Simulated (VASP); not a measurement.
A run of VASP 6.6.1 is set up as follows.

Contents of INCAR:

```
  ALGO = Normal
  EDIFF = 1E-6
  ENCUT = 600
  GGA = PE
  GGA_COMPAT = F
  ISIF = 2
  ISMEAR = 0
  LASPH = T
  LCHARG = F
  LREAL = F
  LWAVE = F
  NBANDS = 33
  NELM = 120
  PREC = Accurate
  SIGMA = 0.01
```

File KPOINTS:

```
k-points
0
Gamma
  6 6 9
```

POSCAR

```
TiO2
1.0
    4.6435389495      0.0000000000      0.0000000000
    0.0000000000      4.6435389495      0.0000000000
    0.0000000000      0.0000000000      2.9636874866
Ti O
2 4
Direct
    0.5000000000      0.5000000000      0.0000000000
    0.0000000000      0.0000000000      0.5000000000
    0.6948800563      0.6948800563      0.5000000000
    0.8051199437      0.1948800563      0.0000000000
    0.1948800563      0.8051199437      0.0000000000
    0.3051199437      0.3051199437      0.5000000000
```

Potentials or basis: VASP PAW PBE potentials, release 64 (Ti_sv, O).

Command:

```console
$ cat potpaw_PBE.64/Ti_sv/POTCAR potpaw_PBE.64/O/POTCAR > POTCAR
$ mpirun -np 1 vasp_std > vasp.out
```

Task: Estimate the largest force.

Result: 0.026 eV/Å.

Task: Estimate the pressure.

Result: 0.4 GPa.

Task: Estimate the band gap on the k mesh.

Result: 1.84 eV, direct.

Forces in eV/Å, atoms in the order of the input:
```
Ti   0.000  0.000  0.000
Ti   0.000  0.000  0.000
O    0.018  0.018  0.000
O   -0.018  0.018  0.000
O    0.018 -0.018  0.000
O   -0.018 -0.018  0.000
```

A k mesh can miss the band edges. A hybrid or GW would open this gap; PBE tends to underestimate it.
